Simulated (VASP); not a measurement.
# Au (I4/mmm) in VASP: a series of runs

Au is run at these levels: PBEsol; tasks: single point.

All numbers are computed with VASP 6.6.1; they aren't measurements. Logs are shortened: lines on timing, memory, paths and dates and some standing lists are left out, and cuts for length are marked.

## (1) The cell of the first run

Symmetry: I4/mmm, No. 139, tetragonal system. Conventional cell: a = 2.888 Å, b = 2.888 Å, c = 4.145 Å, α = 90.00°, β = 90.00°, γ = 90.00°. Within 3.8 Å of Au (site symmetry 4/mmm) lie 12 Au at 2.89 to 2.91 Å.

## (2) Single point, PBEsol (strain +0.000 along x and y, +0.015 along z)

Input file INCAR:

```
SYSTEM = Au
PREC = Accurate ; ENCUT = 520
EDIFF = 1E-6 ; ISMEAR = 0
SIGMA = 0.15 ; LREAL = .FALSE.
LASPH = .TRUE. ; NELM = 100
ALGO = Fast ; ISIF = 2
LWAVE = .FALSE. ; LCHARG = .FALSE.
GGA = PS ; NBANDS = 12
```

Input file KPOINTS:

```
Automatic mesh
0
G
  26 26 26
  0 0 0
```

Input file POSCAR:

```
Au
1.0
    0.0000000000      2.0419343851      2.0725634009
    2.0419343851      0.0000000000      2.0725634009
    2.0419343851      2.0419343851      0.0000000000
Au
1
Direct
    0.0000000000      0.0000000000      0.0000000000
```

Potentials or basis: VASP PAW PBE potentials, release 64 (Au).

Launch:

```
$ cat potpaw_PBE.64/Au/POTCAR > POTCAR
$ mpirun -np 1 vasp_std > vasp.out
```

OUTCAR:

```text
SYSTEM = Au
   PREC = Accurate
   ENCUT = 520
   EDIFF = 1E-6
   ISMEAR = 0
   LREAL = .FALSE.
   LASPH = .TRUE.
   NELM = 100
   ISIF = 2
   GGA = PS

 ion  position               nearest neighbor table
   1  0.000  0.000  0.000-

  LATTYP: Found a body centered tetragonal cell.
 ALAT       =     2.8877313009
 C/A-ratio  =     1.4354267658

  Lattice vectors:

 A1 = (  -2.0419343851,   0.0000000000,   2.0725634009)
 A2 = (   2.0419343851,   0.0000000000,   2.0725634009)
 A3 = (   0.0000000000,   2.0419343851,  -2.0725634009)

Analysis of symmetry for initial positions (statically):
=====================================================================
 Subroutine PRICEL returns:
 Original cell was already a primitive cell.

 Routine SETGRP: Setting up the symmetry group for a
 body centered tetragonal supercell.

 Subroutine GETGRP returns: Found 16 space group operations
 (whereof 16 operations were pure point group operations)
 out of a pool of 16 trial point group operations.

The static configuration has the point symmetry D_4h.

Analysis of symmetry for dynamics (positions and initial velocities):
=====================================================================
 Subroutine PRICEL returns:
 Original cell was already a primitive cell.

 Routine SETGRP: Setting up the symmetry group for a
 body centered tetragonal supercell.

 Subroutine GETGRP returns: Found 16 space group operations
 (whereof 16 operations were pure point group operations)
 out of a pool of 16 trial point group operations.

The dynamic configuration has the point symmetry D_4h.

 Subroutine INISYM returns: Found 16 space group operations
 (whereof 16 operations are pure point group operations),
 and found     1 'primitive' translations

----------------------------------------------------------------------------------------

                                     Primitive cell

  volume of cell :      17.2831

  direct lattice vectors                    reciprocal lattice vectors
     0.000000000  2.041934385  2.072563401    -0.244865851  0.244865851  0.241247143
     2.041934385  0.000000000  2.072563401     0.244865851 -0.244865851  0.241247143
     2.041934385  2.041934385  0.000000000     0.244865851  0.244865851 -0.241247143

  length of vectors
     2.909469897  2.909469897  2.887731301     0.422041175  0.422041175  0.422041175

  position of ions in fractional coordinates (direct lattice)
     0.000000000  0.000000000  0.000000000

  ion indices of the primitive-cell ions
   primitive index   ion index
                 1           1

----------------------------------------------------------------------------------------

 KPOINTS: Automatic mesh

Automatic generation of k-mesh.
 Grid dimensions read from file:
 generate k-points for:   26   26   26

 Generating k-lattice:

  Cartesian coordinates                     Fractional coordinates (reciprocal lattice)
    -0.009417917  0.009417917  0.009278736     0.038461538 -0.000000000  0.000000000
     0.009417917 -0.009417917  0.009278736    -0.000000000  0.038461538  0.000000000
     0.009417917  0.009417917 -0.009278736     0.000000000  0.000000000  0.038461538

  Length of vectors
     0.016232353  0.016232353  0.016232353

  Shift w.r.t. Gamma in fractional coordinates (k-lattice)
     0.000000000  0.000000000  0.000000000

 Subroutine IBZKPT returns following result:
 ===========================================

 Found   1330 irreducible k-points:

 Following reciprocal coordinates:
            Coordinates               Weight
  0.000000  0.000000  0.000000      1.000000
  0.038462  0.000000  0.000000      8.000000
  0.076923  0.000000  0.000000      8.000000
  0.115385  0.000000  0.000000      8.000000
  0.153846  0.000000  0.000000      8.000000
  0.192308  0.000000  0.000000      8.000000
[... 16 lines left out ...]
  0.346154  0.038462  0.000000      8.000000
  0.384615  0.038462  0.000000      8.000000
 [... further k-points ...]
   k-points           NKPTS =   1330   k-points in BZ     NKDIM =   1330   number of bands    NBANDS=     12
   number of dos      NEDOS =    301   number of ions     NIONS =      1
   total plane-waves  NPLWV =  13824
   dimension x,y,z NGX =    24 NGY =   24 NGZ =   24
   dimension x,y,z NGXF=    48 NGYF=   48 NGZF=   48
   ions per type =               1
   NGX,Y,Z   is equivalent  to a cutoff of  13.71, 13.71, 13.82 a.u.
   NGXF,Y,Z  is equivalent  to a cutoff of  27.43, 27.43, 27.63 a.u.
 SYSTEM =  Au
   PREC   = accura    normal or accurate (medium, high low for compatibility)
   ISTART =      0    job   : 0-new  1-cont  2-samecut
   ICHARG =      2    charge: 1-file 2-atom 10-const
   ISPIN  =      1    spin polarized calculation?
   LNONCOLLINEAR =      F non collinear calculations
   LSORBIT =      F    spin-orbit coupling
   LASPH  =      T    aspherical Exc in radial PAW
   ENCUT  =  520.0 eV  38.22 Ry    6.18 a.u.   5.41  5.41  5.37*2*pi/ulx,y,z
   NELM   =    100;   NELMIN=  2; NELMDL= -5     # of ELM steps
   EDIFF  = 0.1E-05   stopping-criterion for ELM
   LREAL  =      F    real-space projection
   EDIFFG = 0.1E-04   stopping-criterion for IOM
   NSW    =      0    number of steps for IOM
   IBRION =     -1    ionic relax: 0-MD 1-quasi-New 2-CG
   NFREE  =      0    steps in history (QN), initial steepest desc. (CG)
   ISIF   =      2    stress and relaxation
   ISYM   =      2    0-nonsym 1-usesym 2-fastsym
   POTIM  = 0.5000    time-step for ionic-motion
   TEBEG  =    0.0;   TEEND  =   0.0 temperature during run
   PSTRESS=    0.0 pullay stress
   NELECT =      11.0000    total number of electrons
   NUPDOWN=      -1.0000    fix difference up-down
   EMIN   =  10.00;   EMAX   =-10.00  energy-range for DOS
   EFERMI =   0.00;   METHOD = LEGACY
   ISMEAR =     0;   SIGMA  =   0.15  broadening in eV -4-tet -1-fermi 0-gaus
   EFERMI_NEDOS =   21; number of points for ismear=-14 and -15
   IALGO  =     68    algorithm
   IMIX   =      4    mixing-type and parameters
     AMIX     =   0.40;   BMIX     =  1.00
     AMIX_MAG =   1.60;   BMIX_MAG =  1.00
  volume/ion in A,a.u.               =      17.28       116.63
  Fermi-wavevector in a.u.,A,eV,Ry     =   1.408203  2.661118 26.980838  1.983036
  Thomas-Fermi vector in A             =   2.530385
   LORBIT       =      0    0 simple, 1 ext, 2 COOP (PROOUT), +10 PAW based schemes
   GGA     = PS    functional components
   LHFCALC =     F    Hartree Fock is set to
   AEXX    =    0.0000 exact exchange contribution
   IVDW    =     0    specifies the selected vdW correction
   LEPSILON=     F    determine dielectric tensor
   LRPA    =     F    only Hartree local field effects (RPA)
 non-spin polarized calculation
 RMM-DIIS sequential band-by-band and
 Gauss-broadening in eV      SIGMA  =   0.15
  energy-cutoff  :      520.00
  volume of cell :       17.28
 maximum number of plane-waves:       483
 NGX is ok and might be reduce to    24
   NGX = 11   NGY = 11   NGZ = 11

 number of electron      11.0000000 magnetization

 Free energy of the ion-electron system (eV)
  ---------------------------------------------------
  ext. energy  EPLUGINS =         0.00000000
  ---------------------------------------------------
  free energy    TOTEN  =        -3.92339577 eV

  energy without entropy =       -3.92079238  energy(sigma->0) =       -3.92209407

 E-fermi :   9.0478     XC(G=0): -12.8017

 val. band max:        9.0429057513   @ k =  -0.2308   0.2692   0.1538
 cond. band min:       9.0497500191   @ k =   0.5000   0.2308   0.0769
 fundamental gap:      0.0068442678
 Fermi energy:         9.0477720400

 k-point     1 :       0.0000    0.0000    0.0000
  band No.  band energies     occupation
      1      -0.7271      2.00000
      2       4.3535      2.00000
      3       4.4850      2.00000
      4       4.4850      2.00000
      5       5.8597      2.00000
      6       6.0037      2.00000
      7      23.5662      0.00000
      8      27.3138      0.00000
      9      27.5576      0.00000
     10      27.5576      0.00000
     11      32.3017      0.00000
     12      36.7144      0.00000

 k-point     2 :       0.0385    0.0000    0.0000
  band No.  band energies     occupation
      1      -0.6759      2.00000
      2       4.3586      2.00000
      3       4.4807      2.00000
      4       4.5029      2.00000
      5       5.8524      2.00000
      6       5.9944      2.00000
      7      23.6273      0.00000
      8      27.0801      0.00000
      9      27.4820      0.00000
     10      27.6176      0.00000
     11      32.6355      0.00000
     12      35.9282      0.00000

 k-point     3 :       0.0769    0.0000    0.0000
  band No.  band energies     occupation
      1      -0.5239      2.00000
      2       4.3480      2.00000
      3       4.4940      2.00000
      4       4.5534      2.00000
      5       5.8338      2.00000
      6       5.9699      2.00000
      7      23.7935      0.00000
      8      26.2240      0.00000
      9      27.6327      0.00000
     10      27.7925      0.00000
     11      33.1126      0.00000
     12      35.0196      0.00000
[... 286 lines left out ...]
 k-point    23 :       0.3462    0.0385    0.0000
  band No.  band energies     occupation
      1       1.7095      2.00000
      2       4.5011      2.00000
      3       4.6934      2.00000
      4       5.0233      2.00000
      5       6.5206      2.00000
      6       6.6426      2.00000
      7      16.8387      0.00000
      8      23.9101      0.00000
      9      27.0661      0.00000
     10      27.8556      0.00000
     11      31.7276      0.00000
     12      32.6471      0.00000

 k-point    24 :       0.3846    0.0385    0.0000
  band No.  band energies     occupation
      1       1.8200      2.00000
      2       4.4318      2.00000
      3       4.6263      2.00000
      4       5.6463      2.00000
      5       6.8216      2.00000
      6       6.8401      2.00000
      7      15.3630      0.00000
      8      23.5699      0.00000
      9      26.6363      0.00000
     10      27.1084      0.00000
     11      32.5384      0.00000
     12      33.0039      0.00000

 [... further k-points ...]

------------------------ aborting loop because EDIFF is reached ----------------------------------------

  FORCE on cell =-STRESS in cart. coord.  units (eV):
  Direction    XX          YY          ZZ          XY          YZ          ZX
  --------------------------------------------------------------------------------------
  -------------------------------------------------------------------------------------
  Total       -0.2862177     -0.2862177     -0.3404236      0.0000000      0.0000000     -0.0000000
  in kB      -26.5329551    -26.5329551    -31.5579529      0.0000000      0.0000000     -0.0000000
  external PRESSURE =     -28.2079544 kB  Pullay stress =       0.0000000 kB

 VOLUME and BASIS-vectors are now :
 -----------------------------------------------------------------------------
  energy-cutoff  :      520.00
  volume of cell :       17.28
      direct lattice vectors                 reciprocal lattice vectors
     0.000000000  2.041934385  2.072563401    -0.244865851  0.244865851  0.241247143
     2.041934385  0.000000000  2.072563401     0.244865851 -0.244865851  0.241247143
     2.041934385  2.041934385  0.000000000     0.244865851  0.244865851 -0.241247143

 POSITION                                       TOTAL-FORCE (eV/Angst)
 -----------------------------------------------------------------------------------
      0.00000      0.00000      0.00000         0.000000      0.000000      0.000000
 -----------------------------------------------------------------------------------
    total drift:                                0.000000      0.000000     -0.000000

  FREE ENERGIE OF THE ION-ELECTRON SYSTEM (eV)
  ---------------------------------------------------
  free  energy   TOTEN  =        -3.9233957685 eV

  energy  without entropy=       -3.9207923777  energy(sigma->0) =       -3.92209407
```

It took 1.9 min on 1 thread of AMD EPYC 9R45 (Zen 5), shared host; peak memory 0.34 GiB.

What came out:

| Quantity | Value |
| --- | --- |
| Free energy | -3.9234 eV |
| Pressure | -2.8 GPa |
| Band gap on the k mesh | zero (an odd number of electrons rules out a gap without spin polarisation) |

Stress tensor (GPa, compression positive):
```
-2.65  0.00  0.00
 0.00 -2.65  0.00
 0.00  0.00 -3.16
```

Levels at points of the mesh, in eV from the Fermi level:
```tsv
k point	band 2	band 3	band 4	band 5	band 6	band 7	band 8	band 9	band 10	band 11
(0.00, 0.00, 0.00)	-4.69	-4.56	-4.56	-3.19	-3.04	14.52	18.27	18.51	18.51	23.25
(0.50, 0.00, 0.00)	-4.70	-4.58	-1.97	-1.91	-0.96	2.98	13.94	16.83	17.15	24.49
(0.50, 0.50, 0.00)	-6.64	-1.98	-1.64	-1.64	0.83	5.40	10.09	10.09	17.16	19.75
(0.50, 0.00, 0.50)	-6.63	-1.99	-1.68	-1.57	1.08	5.74	9.81	9.84	16.94	19.51
```

Caveat: the cell differs from its parent crystal (strain +0.000 along x and y, +0.015 along z); the PAW data sets were made with another functional, which shifts forces and pressure a little; spin-orbit coupling is left out, which moves the levels of the heavy elements.

## (3) Single point, PBEsol (strain +0.000 along x and y, +0.030 along z)

Input file INCAR:

```
PREC     = Accurate       # precision mode
ENCUT    = 520            # plane-wave cutoff, eV
EDIFF    = 1E-6           # SCF threshold, eV
ISMEAR   = 0              # smearing method
SIGMA    = 0.15           # smearing width, eV
LREAL    = False          # projectors in reciprocal space
LASPH    = True           # aspherical terms in the spheres
NELM     = 80             # most SCF steps
ALGO     = Fast           # electronic algorithm
ISIF     = 2              # what is computed and relaxed
LWAVE    = False          # write WAVECAR
LCHARG   = True           # write CHGCAR
GGA      = PS             # functional
LELF     = True           # ELF
LVHAR    = True         
NBANDS   = 12             # bands
```

Input file KPOINTS:

```
Automatic mesh
0
Gamma
  26 26 26
```

Input file POSCAR:

```
Au
1.0
    0.0000000000      2.0419343851      2.1031924167
    2.0419343851      0.0000000000      2.1031924167
    2.0419343851      2.0419343851      0.0000000000
Au
1
Direct
    0.0000000000      0.0000000000      0.0000000000
```

Potentials or basis: VASP PAW PBE potentials, release 64 (Au).

Launch:

```
$ cat potpaw_PBE.64/Au/POTCAR > POTCAR
$ mpirun -np 1 vasp_std > vasp.out
```

Run time: 1.9 min. Hardware: 1 thread of AMD EPYC 9R45 (Zen 5), shared host; peak memory 0.35 GiB.

The run converged. Its results:

* Free energy: -3.9164 eV
* Pressure: -5.0 GPa
* Band gap on the k mesh: zero (an odd number of electrons rules out a gap without spin polarisation)

Stress tensor (GPa, compression positive):
```
-4.71  0.00  0.00
 0.00 -4.71  0.00
 0.00  0.00 -5.68
```

Levels at points of the mesh, in eV from the Fermi level:
```csv
k point,band 4,band 5,band 6,band 7,band 8,band 9
"(0.00, 0.00, 0.00)",-4.44,-3.22,-2.94,14.55,18.06,18.52
"(0.50, 0.00, 0.00)",-1.99,-1.88,-0.89,2.90,13.92,16.61
"(0.50, 0.50, 0.00)",-1.64,-1.64,0.71,5.07,10.22,10.22
"(0.50, 0.00, 0.50)",-1.73,-1.52,1.20,5.74,9.68,9.73
```

Caveat: the cell differs from its parent crystal (strain +0.000 along x and y, +0.030 along z); the cell stands under tension; the PAW data sets were made with another functional, which shifts forces and pressure a little; spin-orbit coupling is left out, which moves the levels of the heavy elements.

The gap in the log of VASP goes by the Fermi energy; the results here count the filled bands.